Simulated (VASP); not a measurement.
# InAs (zincblende type) (F-43m) in VASP: relaxation of cell and atoms with r2SCAN

Aim: the relaxation of cell and atoms of InAs (zincblende type) with r2SCAN.

Program: VASP 6.6.1. These are calculated values, not measurements. Logs are shortened: lines on timing, memory, paths and dates and some standing lists are left out, and cuts for length are marked.

## 1. The cell of the first run

It takes space group F-43m (No. 216, cubic). The conventional cell has a = 6.214 Å, b = 6.214 Å, c = 6.214 Å, α = 90.00°, β = 90.00°, γ = 90.00°. In (site symmetry -43m) has 4 As at 2.69 Å within 3.5 Å. As (site symmetry -43m) has 4 In at 2.69 Å within 3.5 Å.

## 2. Relaxation of cell and atoms, r2SCAN

POSCAR reads:

```
InAs
1.0
    0.0000000000      3.1072325060      3.1072325060
    3.1072325060      0.0000000000      3.1072325060
    3.1072325060      3.1072325060      0.0000000000
In As
1 1
Direct
    0.0000000000      0.0000000000      0.0000000000
    0.2500000000      0.2500000000      0.2500000000
```

INCAR.step1 reads:

```
SYSTEM = InAs
ALGO = Normal ; EDIFF = 1E-4
ENCUT = 600 ; GGA = PE
ISMEAR = -1 ; LASPH = .True.
LCHARG = .False. ; LREAL = .False.
LWAVE = .True. ; NELM = 60
PREC = Accurate ; SIGMA = 0.1
```

INCAR.step2 reads:

```
SYSTEM = InAs
ALGO = Normal ; EDIFF = 1E-7
EDIFFG = -0.005 ; ENCUT = 600
IBRION = 2 ; ISIF = 3
ISMEAR = -1 ; ISTART = 1
LASPH = .True. ; LCHARG = .False.
LMIXTAU = .True. ; LREAL = .False.
LWAVE = .False. ; METAGGA = R2SCAN
NELM = 60 ; NSW = 60
PREC = Accurate ; SIGMA = 0.1
```

KPOINTS reads:

```
k-points
0
Gamma
  11 11 11
  0 0 0
```

Potentials or basis: VASP PAW PBE potentials, release 64 (In_d, As).

Run with:

```bash
$ cat potpaw_PBE.64/In_d/POTCAR potpaw_PBE.64/As/POTCAR > POTCAR
$ cp INCAR.step1 INCAR
$ mpirun -np 1 vasp_std > vasp.out
$ cp INCAR.step2 INCAR
$ mpirun -np 1 vasp_std > vasp.out
```

OUTCAR:

```text
SYSTEM = InAs
   EDIFF = 1E-7
   EDIFFG = -0.005
   ENCUT = 600
   IBRION = 2
   ISIF = 3
   ISMEAR = -1
   ISTART = 1
   LASPH = .True.
   LREAL = .False.
   METAGGA = R2SCAN
   NELM = 60
   NSW = 60
   PREC = Accurate

 ion  position               nearest neighbor table
   1  0.000  0.000  0.000-   2 2.69   2 2.69   2 2.69   2 2.69
   2  0.250  0.250  0.250-   1 2.69   1 2.69   1 2.69   1 2.69

  LATTYP: Found a face centered cubic cell.
 ALAT       =     6.2144650120

  Lattice vectors:

 A1 = (   0.0000000000,   3.1072325060,   3.1072325060)
 A2 = (   3.1072325060,   0.0000000000,   3.1072325060)
 A3 = (   3.1072325060,   3.1072325060,   0.0000000000)

Analysis of symmetry for initial positions (statically):
=====================================================================
 Subroutine PRICEL returns:
 Original cell was already a primitive cell.

 Routine SETGRP: Setting up the symmetry group for a
 face centered cubic supercell.

 Subroutine GETGRP returns: Found 24 space group operations
 (whereof 24 operations were pure point group operations)
 out of a pool of 48 trial point group operations.

The static configuration has the point symmetry T_d .

Analysis of symmetry for dynamics (positions and initial velocities):
=====================================================================
 Subroutine PRICEL returns:
 Original cell was already a primitive cell.

 Routine SETGRP: Setting up the symmetry group for a
 face centered cubic supercell.

 Subroutine GETGRP returns: Found 24 space group operations
 (whereof 24 operations were pure point group operations)
 out of a pool of 48 trial point group operations.

The dynamic configuration has the point symmetry T_d .

 Subroutine INISYM returns: Found 24 space group operations
 (whereof 24 operations are pure point group operations),
 and found     1 'primitive' translations

----------------------------------------------------------------------------------------

                                     Primitive cell

  volume of cell :      60.0000

  direct lattice vectors                    reciprocal lattice vectors
     0.000000000  3.107232506  3.107232506    -0.160914897  0.160914897  0.160914897
     3.107232506  0.000000000  3.107232506     0.160914897 -0.160914897  0.160914897
     3.107232506  3.107232506  0.000000000     0.160914897  0.160914897 -0.160914897

  length of vectors
     4.394290351  4.394290351  4.394290351     0.278712778  0.278712778  0.278712778

  position of ions in fractional coordinates (direct lattice)
     0.000000000  0.000000000  0.000000000
     0.250000000  0.250000000  0.250000000

  ion indices of the primitive-cell ions
   primitive index   ion index
                 1           1
                 2           2

----------------------------------------------------------------------------------------

 KPOINTS: k-points

Automatic generation of k-mesh.
 Grid dimensions read from file:
 generate k-points for:   11   11   11

 Generating k-lattice:

  Cartesian coordinates                     Fractional coordinates (reciprocal lattice)
    -0.014628627  0.014628627  0.014628627     0.090909091  0.000000000  0.000000000
     0.014628627 -0.014628627  0.014628627     0.000000000  0.090909091  0.000000000
     0.014628627  0.014628627 -0.014628627     0.000000000  0.000000000  0.090909091

  Length of vectors
     0.025337525  0.025337525  0.025337525

  Shift w.r.t. Gamma in fractional coordinates (k-lattice)
     0.000000000  0.000000000  0.000000000

 Subroutine IBZKPT returns following result:
 ===========================================

 Found     56 irreducible k-points:

 Following reciprocal coordinates:
            Coordinates               Weight
  0.000000  0.000000  0.000000      1.000000
  0.090909  0.000000  0.000000      8.000000
  0.181818  0.000000  0.000000      8.000000
  0.272727  0.000000  0.000000      8.000000
  0.363636  0.000000  0.000000      8.000000
  0.454545  0.000000  0.000000      8.000000
[... 16 lines left out ...]
 -0.272727  0.181818  0.000000     24.000000
 -0.181818  0.181818  0.000000     12.000000
 [... further k-points ...]
   k-points           NKPTS =     56   k-points in BZ     NKDIM =     56   number of bands    NBANDS=     13
   number of dos      NEDOS =    301   number of ions     NIONS =      2
   total plane-waves  NPLWV =  46656
   dimension x,y,z NGX =    36 NGY =   36 NGZ =   36
   dimension x,y,z NGXF=    72 NGYF=   72 NGZF=   72
   ions per type =               1   1
   NGX,Y,Z   is equivalent  to a cutoff of  13.62, 13.62, 13.62 a.u.
   NGXF,Y,Z  is equivalent  to a cutoff of  27.24, 27.24, 27.24 a.u.
 SYSTEM =  InAs
   PREC   = accura    normal or accurate (medium, high low for compatibility)
   ISTART =      1    job   : 0-new  1-cont  2-samecut
   ICHARG =      0    charge: 1-file 2-atom 10-const
   ISPIN  =      1    spin polarized calculation?
   LNONCOLLINEAR =      F non collinear calculations
   LSORBIT =      F    spin-orbit coupling
   LASPH  =      T    aspherical Exc in radial PAW
   ENCUT  =  600.0 eV  44.10 Ry    6.64 a.u.   8.78  8.78  8.78*2*pi/ulx,y,z
   NELM   =     60;   NELMIN=  2; NELMDL=  0     # of ELM steps
   EDIFF  = 0.1E-06   stopping-criterion for ELM
   LREAL  =      F    real-space projection
   EDIFFG = -.5E-02   stopping-criterion for IOM
   NSW    =     60    number of steps for IOM
   IBRION =      2    ionic relax: 0-MD 1-quasi-New 2-CG
   NFREE  =      1    steps in history (QN), initial steepest desc. (CG)
   ISIF   =      3    stress and relaxation
   ISYM   =      2    0-nonsym 1-usesym 2-fastsym
   POTIM  = 0.5000    time-step for ionic-motion
   TEBEG  =    0.0;   TEEND  =   0.0 temperature during run
   PSTRESS=    0.0 pullay stress
   NELECT =      18.0000    total number of electrons
   NUPDOWN=      -1.0000    fix difference up-down
   EMIN   =  10.00;   EMAX   =-10.00  energy-range for DOS
   EFERMI =   0.00;   METHOD = LEGACY
   ISMEAR =    -1;   SIGMA  =   0.10  broadening in eV -4-tet -1-fermi 0-gaus
   EFERMI_NEDOS =   21; number of points for ismear=-14 and -15
   IALGO  =     38    algorithm
   IMIX   =      4    mixing-type and parameters
     AMIX     =   0.40;   BMIX     =  1.00
     AMIX_MAG =   1.60;   BMIX_MAG =  1.00
  volume/ion in A,a.u.               =      30.00       202.45
  Fermi-wavevector in a.u.,A,eV,Ry     =   1.095928  2.071003 16.341381  1.201058
  Thomas-Fermi vector in A             =   2.232260
   LORBIT       =      0    0 simple, 1 ext, 2 COOP (PROOUT), +10 PAW based schemes
   METAGGA = R2SCAN    functional components
   LHFCALC =     F    Hartree Fock is set to
   AEXX    =    0.0000 exact exchange contribution
   IVDW    =     0    specifies the selected vdW correction
   LEPSILON=     F    determine dielectric tensor
   LRPA    =     F    only Hartree local field effects (RPA)
 conjugate gradient relaxation of ions
 non-spin polarized calculation
  energy-cutoff  :      600.00
  volume of cell :       60.00
 maximum number of plane-waves:      2017
   NGX = 17   NGY = 17   NGZ = 17

--------------------------------------- Ionic step        1  -------------------------------------------

 number of electron      17.9999997 magnetization

 Free energy of the ion-electron system (eV)
  ---------------------------------------------------
  ext. energy  EPLUGINS =         0.00000000
  ---------------------------------------------------
  free energy    TOTEN  =       -38.03848482 eV

  energy without entropy =      -38.03767567  energy(sigma->0) =      -38.03808024

------------------------ aborting loop because EDIFF is reached ----------------------------------------

  FORCE on cell =-STRESS in cart. coord.  units (eV):
  Direction    XX          YY          ZZ          XY          YZ          ZX
  --------------------------------------------------------------------------------------
  -------------------------------------------------------------------------------------
  Total       -0.9706462     -0.9706462     -0.9706462     -0.0000000     -0.0000000      0.0000000
  in kB      -25.9191227    -25.9191227    -25.9191227     -0.0000000     -0.0000000      0.0000000
  external PRESSURE =     -25.9191227 kB  Pullay stress =       0.0000000 kB

 VOLUME and BASIS-vectors are now :
 -----------------------------------------------------------------------------
  energy-cutoff  :      600.00
  volume of cell :       60.00
      direct lattice vectors                 reciprocal lattice vectors
     0.000000000  3.107232506  3.107232506    -0.160914897  0.160914897  0.160914897
     3.107232506  0.000000000  3.107232506     0.160914897 -0.160914897  0.160914897
     3.107232506  3.107232506  0.000000000     0.160914897  0.160914897 -0.160914897
[... 37 lines left out ...]
 POSITION                                       TOTAL-FORCE (eV/Angst)
 -----------------------------------------------------------------------------------
      3.03448      3.03448      6.06896         0.000000      0.000000      0.000000
      1.51724      1.51724      1.51724        -0.000000     -0.000000     -0.000000
 -----------------------------------------------------------------------------------
    total drift:                               -0.000002     -0.000002     -0.000002

  FREE ENERGIE OF THE ION-ELECTRON SYSTEM (eV)
  ---------------------------------------------------
  free  energy   TOTEN  =       -38.0593693628 eV

  energy  without entropy=      -38.0586946904  energy(sigma->0) =      -38.05903203

--------------------------------------- Ionic step        3  -------------------------------------------

 number of electron      18.0000001 magnetization

 Free energy of the ion-electron system (eV)
  ---------------------------------------------------
  ext. energy  EPLUGINS =         0.00000000
  ---------------------------------------------------
  free energy    TOTEN  =       -38.06370196 eV

  energy without entropy =      -38.06295887  energy(sigma->0) =      -38.06333041

 E-fermi :   4.2388     XC(G=0):  -9.5141

 val. band max:        4.0372725636   @ k =   0.0000   0.0000   0.0000
 cond. band min:       5.0345345743   @ k =   0.0909   0.0000   0.0000
 fundamental gap:      0.9972620107
 Fermi energy:         4.2388352776

 k-point     1 :       0.0000    0.0000    0.0000
  band No.  band energies     occupation
      1     -10.8301      2.00000
      2     -10.8301      2.00000
      3     -10.8301      2.00000
      4     -10.6959      2.00000
      5     -10.6959      2.00000
      6      -8.1372      2.00000
      7       3.9599      1.88417
      8       3.9599      1.88417
      9       3.9599      1.88417
     10       4.0373      1.76486
     11       8.2168      0.00000
     12       8.2168      0.00000
     13       8.2168      0.00000

 k-point     2 :       0.0909    0.0000    0.0000
  band No.  band energies     occupation
      1     -10.8407      2.00000
      2     -10.8270      2.00000
      3     -10.8270      2.00000
      4     -10.6960      2.00000
      5     -10.6960      2.00000
      6      -8.0511      2.00000
      7       2.6782      2.00000
      8       3.8566      1.95719
      9       3.8566      1.95718
     10       5.0345      0.00070
     11       8.2520      0.00000
[... 339 lines left out ...]
 k-point    24 :      -0.1818    0.1818    0.0000
  band No.  band energies     occupation
      1     -10.9134      2.00000
      2     -10.8062      2.00000
      3     -10.8009      2.00000
      4     -10.6997      2.00000
      5     -10.6914      2.00000
      6      -7.3139      2.00000
      7       0.0215      2.00000
      8       2.0723      2.00000
      9       3.4258      1.99941
     10       6.5338      0.00000
     11       8.7099      0.00000
     12       9.0542      0.00000
     13       9.4615      0.00000

 [... further k-points ...]

------------------------ aborting loop because EDIFF is reached ----------------------------------------

  FORCE on cell =-STRESS in cart. coord.  units (eV):
  Direction    XX          YY          ZZ          XY          YZ          ZX
  --------------------------------------------------------------------------------------
  -------------------------------------------------------------------------------------
  Total        0.0023812      0.0023812      0.0023812      0.0000000      0.0000000      0.0000000
  in kB        0.0668926      0.0668926      0.0668926      0.0000000      0.0000000      0.0000000
  external PRESSURE =       0.0668926 kB  Pullay stress =       0.0000000 kB

 VOLUME and BASIS-vectors are now :
 -----------------------------------------------------------------------------
  energy-cutoff  :      600.00
  volume of cell :       57.03
      direct lattice vectors                 reciprocal lattice vectors
    -0.000000000  3.055133661  3.055133661    -0.163658961  0.163658961  0.163658961
     3.055133661  0.000000000  3.055133661     0.163658961 -0.163658961  0.163658961
     3.055133661  3.055133661 -0.000000000     0.163658961  0.163658961 -0.163658961

 POSITION                                       TOTAL-FORCE (eV/Angst)
 -----------------------------------------------------------------------------------
      0.00000      0.00000     -0.00000         0.000000      0.000000      0.000000
      1.52757      1.52757      1.52757        -0.000000     -0.000000     -0.000000
 -----------------------------------------------------------------------------------
    total drift:                               -0.000002     -0.000002     -0.000002

  FREE ENERGIE OF THE ION-ELECTRON SYSTEM (eV)
  ---------------------------------------------------
  free  energy   TOTEN  =       -38.0637019591 eV

  energy  without entropy=      -38.0629588696  energy(sigma->0) =      -38.06333041

 reached required accuracy - stopping structural energy minimisation
```

Wall time 5.5 min (1 thread of Intel Xeon Platinum 8559C (Emerald Rapids), shared host); peak memory 0.27 GiB.

Results:

```yaml
Free_energy: -38.0637 eV
Relaxed_volume: 28.52 Å³/atom
Relaxed_cell: a = 4.321 Å, b = 4.321 Å, c = 4.321 Å, α = 60.00°, β = 60.00°, γ = 60.00°
Space_group_after_relaxing_to_0.1_Å: F-43m (No. 216)
Energy_gained_by_relaxing: 12.6 meV/atom
Ionic_steps: 3
Pressure_after_relaxing: 0.0 GPa
Band_gap_on_the_k_mesh: 0.08 eV
```

Step by step:
| step | energy change (eV) | largest force (eV/Å) | pressure (GPa) | volume (Å³) |
| --- | --- | --- | --- | --- |
| 1 | 0.0000 | 0.0000 | -2.59 | 60.00 |
| 2 | -0.0209 | 0.0000 | 1.25 | 55.88 |
| 3 | -0.0252 | 0.0000 | 0.01 | 57.03 |

Final structure:
```
In As
1.0
     0.00000    3.05513    3.05513
     3.05513    0.00000    3.05513
     3.05513    3.05513    0.00000
In As
1 1
Direct
  0.00000 0.00000 0.00000
  0.25000 0.25000 0.25000
```

Caveat: the smearing spreads over this small gap; semilocal functionals underestimate gaps, and a narrow one can read as zero; the PAW data sets were made with another functional, which shifts forces and pressure a little; spin-orbit coupling is left out, which moves the levels of the heavy elements.

The gap in the log of VASP goes by the Fermi energy; the results here count the filled bands.